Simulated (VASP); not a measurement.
# Pd (Fd-3m) in VASP: a series of runs

Runs on Pd. Level: PBEsol. Tasks: single point.

All numbers are computed with VASP 6.6.1; they aren't measurements. Logs are shortened: lines on timing, memory, paths and dates and some standing lists are left out, and cuts for length are marked.

## (1) The cell of the first run

Symmetry: Fd-3m, No. 227, cubic system. The conventional cell has a = 4.795 Å, b = 4.795 Å, c = 4.795 Å, α = 90.00°, β = 90.00°, γ = 90.00°. Pd (site symmetry -43m) has 4 Pd at 2.08 Å within 2.7 Å.

## (2) Single point, PBEsol (volume scaled by 0.6)

INCAR

```
SYSTEM = Pd
PREC     = Accurate       ! precision mode
ENCUT    = 520            ! plane-wave cutoff, eV
EDIFF    = 1E-7           ! SCF threshold, eV
ISMEAR   = -1             ! smearing method
SIGMA    = 0.05           ! smearing width, eV
LREAL    = .FALSE.        ! projectors in reciprocal space
LASPH    = .TRUE.         ! aspherical terms in the spheres
NELM     = 100            ! most SCF steps
ALGO     = Normal         ! electronic algorithm
ISIF     = 2              ! what is computed and relaxed
LWAVE    = .FALSE.        ! write WAVECAR
LCHARG   = .FALSE.        ! write CHGCAR
GGA      = PS             ! functional
NBANDS   = 17             ! bands
```

KPOINTS

```
Automatic mesh
0
G
  12 12 12
  0 0 0
```

POSCAR

```
Pd
1.0
    0.0000000000      2.3976282119      2.3976282119
    2.3976282119      0.0000000000      2.3976282119
    2.3976282119      2.3976282119      0.0000000000
Pd
2
Direct
   -0.1250000000     -0.1250000000     -0.1250000000
    0.1250000000      0.1250000000      0.1250000000
```

Potentials or basis: VASP PAW PBE potentials, release 64 (Pd).

The run is started by

```console
> cat potpaw_PBE.64/Pd/POTCAR > POTCAR
> mpirun -np 1 vasp_std > vasp.out
```

OUTCAR:

```text
SYSTEM = Pd
   PREC = Accurate
   ENCUT = 520
   EDIFF = 1E-7
   ISMEAR = -1
   LREAL = .FALSE.
   LASPH = .TRUE.
   NELM = 100
   ISIF = 2
   GGA = PS

 ion  position               nearest neighbor table
   1  0.875  0.875  0.875-   2 2.08   2 2.08   2 2.08   2 2.08
   2  0.125  0.125  0.125-   1 2.08   1 2.08   1 2.08   1 2.08

  LATTYP: Found a face centered cubic cell.
 ALAT       =     4.7952564238

  Lattice vectors:

 A1 = (   0.0000000000,   2.3976282119,   2.3976282119)
 A2 = (   2.3976282119,   0.0000000000,   2.3976282119)
 A3 = (   2.3976282119,   2.3976282119,   0.0000000000)

Analysis of symmetry for initial positions (statically):
=====================================================================
 Subroutine PRICEL returns:
 Original cell was already a primitive cell.

 Routine SETGRP: Setting up the symmetry group for a
 face centered cubic supercell.

 Subroutine GETGRP returns: Found 48 space group operations
 (whereof 12 operations were pure point group operations)
 out of a pool of 48 trial point group operations.

The static configuration has the point symmetry D_3d.
 The point group associated with its full space group is O_h .

Analysis of symmetry for dynamics (positions and initial velocities):
=====================================================================
 Subroutine PRICEL returns:
 Original cell was already a primitive cell.

 Routine SETGRP: Setting up the symmetry group for a
 face centered cubic supercell.

 Subroutine GETGRP returns: Found 48 space group operations
 (whereof 12 operations were pure point group operations)
 out of a pool of 48 trial point group operations.

The dynamic configuration has the point symmetry D_3d.
 The point group associated with its full space group is O_h .

 Subroutine INISYM returns: Found 48 space group operations
 (whereof 12 operations are pure point group operations),
 and found     1 'primitive' translations

----------------------------------------------------------------------------------------

                                     Primitive cell

  volume of cell :      27.5661

  direct lattice vectors                    reciprocal lattice vectors
     0.000000000  2.397628212  2.397628212    -0.208539421  0.208539421  0.208539421
     2.397628212  0.000000000  2.397628212     0.208539421 -0.208539421  0.208539421
     2.397628212  2.397628212  0.000000000     0.208539421  0.208539421 -0.208539421

  length of vectors
     3.390758335  3.390758335  3.390758335     0.361200873  0.361200873  0.361200873

  position of ions in fractional coordinates (direct lattice)
     0.875000000  0.875000000  0.875000000
     0.125000000  0.125000000  0.125000000

  ion indices of the primitive-cell ions
   primitive index   ion index
                 1           1
                 2           2

----------------------------------------------------------------------------------------

 KPOINTS: Automatic mesh

Automatic generation of k-mesh.
 Grid dimensions read from file:
 generate k-points for:   12   12   12

 Generating k-lattice:

  Cartesian coordinates                     Fractional coordinates (reciprocal lattice)
    -0.017378285  0.017378285  0.017378285     0.083333333  0.000000000  0.000000000
     0.017378285 -0.017378285  0.017378285     0.000000000  0.083333333  0.000000000
     0.017378285  0.017378285 -0.017378285     0.000000000  0.000000000  0.083333333

  Length of vectors
     0.030100073  0.030100073  0.030100073

  Shift w.r.t. Gamma in fractional coordinates (k-lattice)
     0.000000000  0.000000000  0.000000000

 Subroutine IBZKPT returns following result:
 ===========================================

 Found     72 irreducible k-points:

 Following reciprocal coordinates:
            Coordinates               Weight
  0.000000  0.000000  0.000000      1.000000
  0.083333  0.000000  0.000000      8.000000
  0.166667  0.000000  0.000000      8.000000
  0.250000  0.000000  0.000000      8.000000
  0.333333  0.000000  0.000000      8.000000
  0.416667  0.000000  0.000000      8.000000
[... 16 lines left out ...]
  0.500000  0.166667  0.000000     24.000000
 -0.416667  0.166667  0.000000     24.000000
 [... further k-points ...]
   k-points           NKPTS =     72   k-points in BZ     NKDIM =     72   number of bands    NBANDS=     17
   number of dos      NEDOS =    301   number of ions     NIONS =      2
   total plane-waves  NPLWV =  21952
   dimension x,y,z NGX =    28 NGY =   28 NGZ =   28
   dimension x,y,z NGXF=    56 NGYF=   56 NGZF=   56
   ions per type =               2
   NGX,Y,Z   is equivalent  to a cutoff of  13.73, 13.73, 13.73 a.u.
   NGXF,Y,Z  is equivalent  to a cutoff of  27.46, 27.46, 27.46 a.u.
 SYSTEM =  Pd
   PREC   = accura    normal or accurate (medium, high low for compatibility)
   ISTART =      0    job   : 0-new  1-cont  2-samecut
   ICHARG =      2    charge: 1-file 2-atom 10-const
   ISPIN  =      1    spin polarized calculation?
   LNONCOLLINEAR =      F non collinear calculations
   LSORBIT =      F    spin-orbit coupling
   LASPH  =      T    aspherical Exc in radial PAW
   ENCUT  =  520.0 eV  38.22 Ry    6.18 a.u.   6.30  6.30  6.30*2*pi/ulx,y,z
   NELM   =    100;   NELMIN=  2; NELMDL= -5     # of ELM steps
   EDIFF  = 0.1E-06   stopping-criterion for ELM
   LREAL  =      F    real-space projection
   EDIFFG = 0.1E-05   stopping-criterion for IOM
   NSW    =      0    number of steps for IOM
   IBRION =     -1    ionic relax: 0-MD 1-quasi-New 2-CG
   NFREE  =      0    steps in history (QN), initial steepest desc. (CG)
   ISIF   =      2    stress and relaxation
   ISYM   =      2    0-nonsym 1-usesym 2-fastsym
   POTIM  = 0.5000    time-step for ionic-motion
   TEBEG  =    0.0;   TEEND  =   0.0 temperature during run
   PSTRESS=    0.0 pullay stress
   NELECT =      20.0000    total number of electrons
   NUPDOWN=      -1.0000    fix difference up-down
   EMIN   =  10.00;   EMAX   =-10.00  energy-range for DOS
   EFERMI =   0.00;   METHOD = LEGACY
   ISMEAR =    -1;   SIGMA  =   0.05  broadening in eV -4-tet -1-fermi 0-gaus
   EFERMI_NEDOS =   21; number of points for ismear=-14 and -15
   IALGO  =     38    algorithm
   IMIX   =      4    mixing-type and parameters
     AMIX     =   0.40;   BMIX     =  1.00
     AMIX_MAG =   1.60;   BMIX_MAG =  1.00
  volume/ion in A,a.u.               =      13.78        93.01
  Fermi-wavevector in a.u.,A,eV,Ry     =   1.471046  2.779874 29.442695  2.163977
  Thomas-Fermi vector in A             =   2.586229
   LORBIT       =      0    0 simple, 1 ext, 2 COOP (PROOUT), +10 PAW based schemes
   GGA     = PS    functional components
   LHFCALC =     F    Hartree Fock is set to
   AEXX    =    0.0000 exact exchange contribution
   IVDW    =     0    specifies the selected vdW correction
   LEPSILON=     F    determine dielectric tensor
   LRPA    =     F    only Hartree local field effects (RPA)
 non-spin polarized calculation
  energy-cutoff  :      520.00
  volume of cell :       27.57
 maximum number of plane-waves:       754
 NGX is ok and might be reduce to    28
   NGX = 13   NGY = 13   NGZ = 13

 number of electron      19.9999999 magnetization

 Free energy of the ion-electron system (eV)
  ---------------------------------------------------
  ext. energy  EPLUGINS =         0.00000000
  ---------------------------------------------------
  free energy    TOTEN  =        -4.07172675 eV

  energy without entropy =       -4.04487772  energy(sigma->0) =       -4.05830223

 E-fermi :  12.1821     XC(G=0): -13.4588

 val. band max:       12.1793349971   @ k =  -0.4167   0.4167   0.0833
 cond. band min:      12.2006693597   @ k =   0.3333   0.0833   0.0000
 fundamental gap:      0.0213343625
 Fermi energy:        12.1821377541

 k-point     1 :       0.0000    0.0000    0.0000
  band No.  band energies     occupation
      1       3.6946      2.00000
      2       4.4677      2.00000
      3       4.4677      2.00000
      4       5.4143      2.00000
      5       5.4143      2.00000
      6       5.4143      2.00000
[... 9 lines left out ...]
     16      28.0546      0.00000
     17      29.4142      0.00000

 k-point     2 :       0.0833    0.0000    0.0000
  band No.  band energies     occupation
      1       3.8620      2.00000
      2       4.3846      2.00000
      3       4.3846      2.00000
      4       5.4090      2.00000
      5       5.5532      2.00000
      6       5.5532      2.00000
[... 9 lines left out ...]
     16      28.0700      0.00000
     17      29.1054      0.00000

 k-point     3 :       0.1667    0.0000    0.0000
  band No.  band energies     occupation
      1       4.2678      2.00000
      2       4.2678      2.00000
      3       4.2920      2.00000
      4       5.4567      2.00000
      5       5.7887      2.00000
      6       5.7887      2.00000
[... 9 lines left out ...]
     16      28.5463      0.00000
     17      28.5463      0.00000

 k-point     4 :       0.2500    0.0000    0.0000
  band No.  band energies     occupation
      1       4.2469      2.00000
      2       4.2469      2.00000
      3       4.6654      2.00000
      4       5.8033      2.00000
      5       5.8736      2.00000
      6       5.8736      2.00000
[... 9 lines left out ...]
     16      28.2422      0.00000
     17      28.2422      0.00000
[... 343 lines left out ...]
      1       3.6977      2.00000
      2       4.5785      2.00000
      3       5.0320      2.00000
      4       5.4024      2.00000
      5       6.6169      2.00000
      6       6.7773      2.00000
[... 9 lines left out ...]
     16      29.0266      0.00000
     17      30.5986      0.00000

 k-point    23 :       0.5000    0.1667    0.0000
  band No.  band energies     occupation
      1       3.7708      2.00000
      2       4.5842      2.00000
      3       4.7335      2.00000
      4       5.6820      2.00000
      5       6.3864      2.00000
      6       6.7550      2.00000
[... 9 lines left out ...]
     16      29.7434      0.00000
     17      30.6333      0.00000

 k-point    24 :      -0.4167    0.1667    0.0000
  band No.  band energies     occupation
      1       3.8533      2.00000
      2       4.3873      2.00000
      3       4.7561      2.00000
      4       6.0317      2.00000
      5       6.0678      2.00000
      6       6.7793      2.00000
[... 9 lines left out ...]
     16      29.7924      0.00000
     17      30.1102      0.00000

 [... further k-points ...]

------------------------ aborting loop because EDIFF is reached ----------------------------------------

  FORCE on cell =-STRESS in cart. coord.  units (eV):
  Direction    XX          YY          ZZ          XY          YZ          ZX
  --------------------------------------------------------------------------------------
  -------------------------------------------------------------------------------------
  Total       25.5689965     25.5689965     25.5689965     -0.0000000      0.0000000      0.0000000
  in kB     1486.1024483   1486.1024483   1486.1024483     -0.0000000      0.0000000      0.0000000
  external PRESSURE =    1486.1024483 kB  Pullay stress =       0.0000000 kB

 VOLUME and BASIS-vectors are now :
 -----------------------------------------------------------------------------
  energy-cutoff  :      520.00
  volume of cell :       27.57
      direct lattice vectors                 reciprocal lattice vectors
     0.000000000  2.397628212  2.397628212    -0.208539421  0.208539421  0.208539421
     2.397628212  0.000000000  2.397628212     0.208539421 -0.208539421  0.208539421
     2.397628212  2.397628212  0.000000000     0.208539421  0.208539421 -0.208539421

 POSITION                                       TOTAL-FORCE (eV/Angst)
 -----------------------------------------------------------------------------------
      4.19585      4.19585      4.19585        -0.000000     -0.000000     -0.000000
      0.59941      0.59941      0.59941         0.000000      0.000000      0.000000
 -----------------------------------------------------------------------------------
    total drift:                                0.000000     -0.000000     -0.000000

  FREE ENERGIE OF THE ION-ELECTRON SYSTEM (eV)
  ---------------------------------------------------
  free  energy   TOTEN  =        -4.0717267475 eV

  energy  without entropy=       -4.0448777196  energy(sigma->0) =       -4.05830223
```

It took 32 s on 1 thread of Intel Xeon Platinum 8259CL at 2.50GHz (Skylake/Cascade Lake), shared host; peak memory 0.17 GiB.

Results:

- Free energy: -4.0717 eV
- Pressure: 148.6 GPa
- Band gap on the k mesh: zero (band 10 reaches 12.44 eV, above the bottom of band 11 at 11.51 eV)

Caveat: the PAW data sets were made with another functional, which shifts forces and pressure a little.

(Part 1 of 2 ends here.)
